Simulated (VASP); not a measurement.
# Fe (Pm-3m) in VASP: notebook, part 2 of 2

VASP 6.6.1. Earlier steps stand in the parts before.

## Step 4: Single point, PBE, collinear spin, ferromagnetic start (volume scaled by 1.04)

File INCAR:

```
SYSTEM = Fe
ALGO = Normal
EDIFF = 1E-6
ENCUT = 520
GGA = PE
ISIF = 2
ISMEAR = -1
ISPIN = 2
LASPH = .True.
LCHARG = .False.
LMAXMIX = 4
LORBIT = 11
LREAL = .False.
LWAVE = .False.
MAGMOM = 2.367
NBANDS = 14
NELM = 150
PREC = Accurate
SIGMA = 0.05
```

File KPOINTS:

```
k-points
0
Gamma
  15 15 15
  0 0 0
```

File POSCAR:

```
Fe
1.0
    2.4025492193      0.0000000000      0.0000000000
    0.0000000000      2.4025492193      0.0000000000
    0.0000000000      0.0000000000      2.4025492193
Fe
1
Direct
    0.0000000000      0.0000000000      0.0000000000
```

Potentials or basis: VASP PAW PBE potentials, release 64 (Fe).

The run is started by

```console
cat potpaw_PBE.64/Fe/POTCAR > POTCAR
mpirun -np 1 vasp_std > vasp.out
```

OUTCAR:

```text
SYSTEM = Fe
   EDIFF = 1E-6
   ENCUT = 520
   GGA = PE
   ISIF = 2
   ISMEAR = -1
   ISPIN = 2
   LASPH = .True.
   LORBIT = 11
   LREAL = .False.
   NELM = 150
   PREC = Accurate

 ion  position               nearest neighbor table
   1  0.000  0.000  0.000-

  LATTYP: Found a simple cubic cell.
 ALAT       =     2.4025492193

  Lattice vectors:

 A1 = (   2.4025492193,   0.0000000000,   0.0000000000)
 A2 = (   0.0000000000,   2.4025492193,   0.0000000000)
 A3 = (   0.0000000000,   0.0000000000,   2.4025492193)

Analysis of symmetry for initial positions (statically):
=====================================================================
 Subroutine PRICEL returns:
 Original cell was already a primitive cell.

 Routine SETGRP: Setting up the symmetry group for a
 simple cubic supercell.

 Subroutine GETGRP returns: Found 48 space group operations
 (whereof 48 operations were pure point group operations)
 out of a pool of 48 trial point group operations.

[... 605 lines left out ...]
      9      23.0629      0.00000
     10      26.6335      0.00000
     11      26.6336      0.00000
     12      30.2898      0.00000
     13      43.1637      0.00000
     14      43.1637      0.00000
[... 379 lines left out ...]
      3       3.5645      1.00000
      4       5.4946      0.00000
      5       5.7291      0.00000
      6       6.3336      0.00000
      7      12.8885      0.00000
      8      19.5993      0.00000
      9      27.4099      0.00000
     10      28.4271      0.00000
     11      28.6025      0.00000
     12      36.0815      0.00000
     13      37.1900      0.00000
     14      38.4599      0.00000

 [... further k-points ...]

------------------------ aborting loop because EDIFF is reached ----------------------------------------

  FORCE on cell =-STRESS in cart. coord.  units (eV):
  Direction    XX          YY          ZZ          XY          YZ          ZX
  --------------------------------------------------------------------------------------
  -------------------------------------------------------------------------------------
  Total       -0.4940957     -0.4940957     -0.4940957     -0.0000000      0.0000000     -0.0000000
  in kB      -57.0827369    -57.0827369    -57.0827369     -0.0000000      0.0000000     -0.0000000
  external PRESSURE =     -57.0827369 kB  Pullay stress =       0.0000000 kB

 VOLUME and BASIS-vectors are now :
 -----------------------------------------------------------------------------
  energy-cutoff  :      520.00
  volume of cell :       13.87
      direct lattice vectors                 reciprocal lattice vectors
     2.402549219  0.000000000  0.000000000     0.416224563  0.000000000  0.000000000
     0.000000000  2.402549219  0.000000000     0.000000000  0.416224563  0.000000000
     0.000000000  0.000000000  2.402549219     0.000000000  0.000000000  0.416224563

 POSITION                                       TOTAL-FORCE (eV/Angst)
 -----------------------------------------------------------------------------------
      0.00000      0.00000      0.00000         0.000000      0.000000      0.000000
 -----------------------------------------------------------------------------------
    total drift:                                0.000000      0.000000     -0.000000

  FREE ENERGIE OF THE ION-ELECTRON SYSTEM (eV)
  ---------------------------------------------------
  free  energy   TOTEN  =        -7.4799473508 eV

  energy  without entropy=       -7.4725592526  energy(sigma->0) =       -7.47625330

 total charge

# of ion       s       p       d       tot
------------------------------------------
    1        0.482   0.385   6.240   7.107

 magnetization (x)

# of ion       s       p       d       tot
------------------------------------------
    1       -0.000  -0.015   2.413   2.398
```

OSZICAR:

```text
N       E                     dE             d eps       ncg     rms          rms(c)
DAV:   1     0.227567718270E+02    0.22757E+02   -0.38040E+03  7180   0.657E+02
DAV:   2    -0.707020591876E+01   -0.29827E+02   -0.27363E+02  7236   0.122E+02
DAV:   3    -0.810794922712E+01   -0.10377E+01   -0.10231E+01  8094   0.238E+01
DAV:   4    -0.811220538618E+01   -0.42562E-02   -0.42556E-02  7878   0.139E+00
DAV:   5    -0.811223187957E+01   -0.26493E-04   -0.26493E-04  8286   0.114E-01    0.898E+00
DAV:   6    -0.762646322010E+01    0.48577E+00   -0.10471E+01  8268   0.353E+01    0.669E+00
DAV:   7    -0.748120137198E+01    0.14526E+00   -0.11375E+00  8202   0.110E+01    0.318E+00
DAV:   8    -0.748441955334E+01   -0.32182E-02   -0.13214E-02  7604   0.738E-01    0.144E+00
DAV:   9    -0.747961502475E+01    0.48045E-02   -0.69370E-03  8332   0.444E-01    0.419E-01
DAV:  10    -0.747987990409E+01   -0.26488E-03   -0.27948E-03  7754   0.286E-01    0.996E-02
DAV:  11    -0.747994437663E+01   -0.64473E-04   -0.15568E-04  7518   0.885E-02    0.396E-02
DAV:  12    -0.747994624604E+01   -0.18694E-05   -0.51362E-06  7824   0.218E-02    0.186E-02
DAV:  13    -0.747994791314E+01   -0.16671E-05   -0.14932E-06  7680   0.964E-03    0.838E-03
DAV:  14    -0.747994735078E+01    0.56236E-06   -0.35675E-07  4398   0.463E-03
   1 F= -.74799474E+01 E0= -.74762533E+01  d E =-.738810E-02  mag=     2.4031
```

stdout:

```text
POSCAR found type information on POSCAR Fe
 POSCAR found :  1 types and       1 ions
 scaLAPACK will be used
 LDA part: xc-table for (Slater+PW92), standard interpolation
 POSCAR, INCAR and KPOINTS ok, starting setup
 FFT: planning ... GRIDC
 FFT: planning ... GRID_SOFT
 FFT: planning ... GRID
 WAVECAR not read
 entering main loop
```

It took 77 s on 1 thread of AMD EPYC 7R13, shared host; peak memory 0.12 GiB.

What came out:

```
Free energy                                           : -7.4799 eV
Pressure                                              : -5.7 GPa
Net moment                                            : 2.40 μB per cell
Site moments                                          : Fe +2.40 μB
Valence electrons inside the program's atomic spheres : Fe 7.11
```

Levels at points of the mesh, in eV from the Fermi level:
Spin up:
| k point | band 2 | band 3 | band 4 | band 5 | band 6 | band 7 | band 8 | band 9 |
| --- | --- | --- | --- | --- | --- | --- | --- | --- |
| (0.00, 0.00, 0.00) | -3.72 | -3.72 | -0.65 | -0.65 | -0.65 | 18.18 | 18.18 | 18.18 |
Spin down:
```csv
k point,band 1,band 2,band 3,band 4,band 5,band 6,band 7,band 8
"(0.00, 0.00, 0.00)",-7.29,-2.23,-2.23,2.41,2.41,2.41,18.79,18.79
```

## Step 5: Single point, PBE, collinear spin, ferromagnetic start (volume scaled by 1.08)

File INCAR:

```
SYSTEM = Fe
PREC     = Accurate       ! precision mode
ENCUT    = 520            ! plane-wave cutoff, eV
EDIFF    = 1E-6           ! SCF threshold, eV
ISMEAR   = -1             ! smearing method
SIGMA    = 0.05           ! smearing width, eV
LREAL    = .FALSE.        ! projectors in reciprocal space
LASPH    = .TRUE.         ! aspherical terms in the spheres
NELM     = 150            ! most SCF steps
ALGO     = Normal         ! electronic algorithm
ISIF     = 2              ! what is computed and relaxed
LWAVE    = .FALSE.        ! write WAVECAR
LCHARG   = .FALSE.        ! write CHGCAR
ISPIN    = 2              ! spin polarisation
MAGMOM   = 2.367          ! initial moments
LORBIT   = 11             ! projections on sites
LMAXMIX  = 4              ! l up to which the mixer works
GGA      = PE             ! functional
NBANDS   = 14             ! bands
```

File KPOINTS:

```
regular mesh
0
G
  15 15 15
  0 0 0
```

File POSCAR:

```
Fe
1.0
    2.4329644635      0.0000000000      0.0000000000
    0.0000000000      2.4329644635      0.0000000000
    0.0000000000      0.0000000000      2.4329644635
Fe
1
Direct
    0.0000000000      0.0000000000      0.0000000000
```

Potentials or basis: VASP PAW PBE potentials, release 64 (Fe).

The run is started by

```console
cat potpaw_PBE.64/Fe/POTCAR > POTCAR
mpirun -np 1 vasp_std > vasp.out
```

OUTCAR:

```text
SYSTEM = Fe
   PREC = Accurate
   ENCUT = 520
   EDIFF = 1E-6
   ISMEAR = -1
   LREAL = .FALSE.
   LASPH = .TRUE.
   NELM = 150
   ISIF = 2
   ISPIN = 2
   LORBIT = 11
   GGA = PE

 ion  position               nearest neighbor table
   1  0.000  0.000  0.000-

  LATTYP: Found a simple cubic cell.
 ALAT       =     2.4329644635

  Lattice vectors:

 A1 = (   2.4329644635,   0.0000000000,   0.0000000000)
 A2 = (   0.0000000000,   2.4329644635,   0.0000000000)
 A3 = (   0.0000000000,   0.0000000000,   2.4329644635)

Analysis of symmetry for initial positions (statically):
=====================================================================
 Subroutine PRICEL returns:
 Original cell was already a primitive cell.

 Routine SETGRP: Setting up the symmetry group for a
 simple cubic supercell.

 Subroutine GETGRP returns: Found 48 space group operations
 (whereof 48 operations were pure point group operations)
 out of a pool of 48 trial point group operations.

The static configuration has the point symmetry O_h .

Analysis of symmetry for dynamics (positions and initial velocities):
=====================================================================
 Subroutine PRICEL returns:
 Original cell was already a primitive cell.

 Routine SETGRP: Setting up the symmetry group for a
 simple cubic supercell.

 Subroutine GETGRP returns: Found 48 space group operations
 (whereof 48 operations were pure point group operations)
 out of a pool of 48 trial point group operations.

The dynamic configuration has the point symmetry O_h .

Analysis of structural, dynamic, and magnetic symmetry:
=====================================================================
 Subroutine PRICEL returns:
 Original cell was already a primitive cell.

 Routine SETGRP: Setting up the symmetry group for a
 simple cubic supercell.

 Subroutine GETGRP returns: Found 48 space group operations
 (whereof 48 operations were pure point group operations)
 out of a pool of 48 trial point group operations.

[... 161 lines left out ...]
      5       3.2264      1.00000
      6       3.2264      1.00000
      7      21.6955      0.00000
      8      21.6955      0.00000
      9      21.6956      0.00000
     10      25.3722      0.00000
     11      25.3722      0.00000
     12      29.4712      0.00000
     13      41.7044      0.00000
     14      41.7044      0.00000
[... 379 lines left out ...]
      3       1.6698      1.00000
      4       2.4757      1.00000
      5       2.9472      1.00000
      6       3.0309      1.00000
      7      11.4637      0.00000
      8      18.2666      0.00000
      9      26.0025      0.00000
     10      26.7536      0.00000
     11      27.6710      0.00000
     12      34.7702      0.00000
     13      35.4097      0.00000
     14      37.1397      0.00000

 [... further k-points ...]

 spin component 2

 k-point     1 :       0.0000    0.0000    0.0000
  band No.  band energies     occupation
      1      -3.1350      1.00000
      2       1.9217      1.00000
      3       1.9222      1.00000
      4       6.3676      0.00000
      5       6.3677      0.00000
      6       6.3685      0.00000
      7      22.3074      0.00000
      8      22.3074      0.00000
      9      22.3074      0.00000
     10      25.8046      0.00000
     11      25.8047      0.00000
     12      29.2922      0.00000
     13      42.0819      0.00000
     14      42.0819      0.00000
[... 379 lines left out ...]
      3       3.3574      1.00000
      4       5.2120      0.00000
      5       5.4544      0.00000
      6       6.0284      0.00000
      7      12.3330      0.00000
      8      18.9044      0.00000
      9      26.5542      0.00000
     10      27.5255      0.00000
     11      27.7453      0.00000
     12      35.0553      0.00000
     13      36.1157      0.00000
     14      37.4047      0.00000

 [... further k-points ...]

------------------------ aborting loop because EDIFF is reached ----------------------------------------

  FORCE on cell =-STRESS in cart. coord.  units (eV):
  Direction    XX          YY          ZZ          XY          YZ          ZX
  --------------------------------------------------------------------------------------
  -------------------------------------------------------------------------------------
  Total       -0.7745959     -0.7745959     -0.7745959     -0.0000000      0.0000000     -0.0000000
  in kB      -86.1744424    -86.1744424    -86.1744424     -0.0000000      0.0000000     -0.0000000
  external PRESSURE =     -86.1744424 kB  Pullay stress =       0.0000000 kB

 VOLUME and BASIS-vectors are now :
 -----------------------------------------------------------------------------
  energy-cutoff  :      520.00
  volume of cell :       14.40
      direct lattice vectors                 reciprocal lattice vectors
     2.432964463  0.000000000  0.000000000     0.411021211  0.000000000  0.000000000
     0.000000000  2.432964463  0.000000000     0.000000000  0.411021211  0.000000000
     0.000000000  0.000000000  2.432964463     0.000000000  0.000000000  0.411021211

 POSITION                                       TOTAL-FORCE (eV/Angst)
 -----------------------------------------------------------------------------------
      0.00000      0.00000      0.00000         0.000000      0.000000      0.000000
 -----------------------------------------------------------------------------------
    total drift:                               -0.000000      0.000000     -0.000000

  FREE ENERGIE OF THE ION-ELECTRON SYSTEM (eV)
  ---------------------------------------------------
  free  energy   TOTEN  =        -7.4556721801 eV

  energy  without entropy=       -7.4460413032  energy(sigma->0) =       -7.45085674

 total charge

# of ion       s       p       d       tot
------------------------------------------
    1        0.471   0.364   6.214   7.049

 magnetization (x)

# of ion       s       p       d       tot
------------------------------------------
    1        0.000  -0.013   2.504   2.491
```

stdout:

```text
POSCAR found type information on POSCAR Fe
 POSCAR found :  1 types and       1 ions
 scaLAPACK will be used
 LDA part: xc-table for (Slater+PW92), standard interpolation
 POSCAR, INCAR and KPOINTS ok, starting setup
 FFT: planning ... GRIDC
 FFT: planning ... GRID_SOFT
 FFT: planning ... GRID
 WAVECAR not read
 entering main loop
```

It took 81 s on 1 thread of AMD EPYC 7R13, shared host; peak memory 0.12 GiB.

Results:

```yaml
Free_energy: -7.4557 eV
Pressure: -8.6 GPa
Net_moment: 2.50 μB per cell
Site_moments: Fe +2.49 μB
Valence_electrons_inside_the_program's_atomic_spheres: Fe 7.05
```

## Step 6: Overview

```csv
cell,gap on the mesh (eV),pressure (GPa),moment (μB)
"a = 2.339 Å, 1 atom",none,4.6,2.30
"a = 2.371 Å, 1 atom",none,-1.2,2.35
"a = 2.403 Å, 1 atom",none,-5.7,2.40
"a = 2.433 Å, 1 atom",none,-8.6,2.50
```

Alike in all rows: task single point; level PBE; potentials or basis VASP PAW PBE potentials, release 64 (Fe); spin collinear, ferromagnetic start; k mesh 15 × 15 × 15; cutoff (eV) 520; smearing fermi-dirac 0.05 eV.

Total energies depend on the potentials used, so only differences within one code and one set of settings carry meaning.
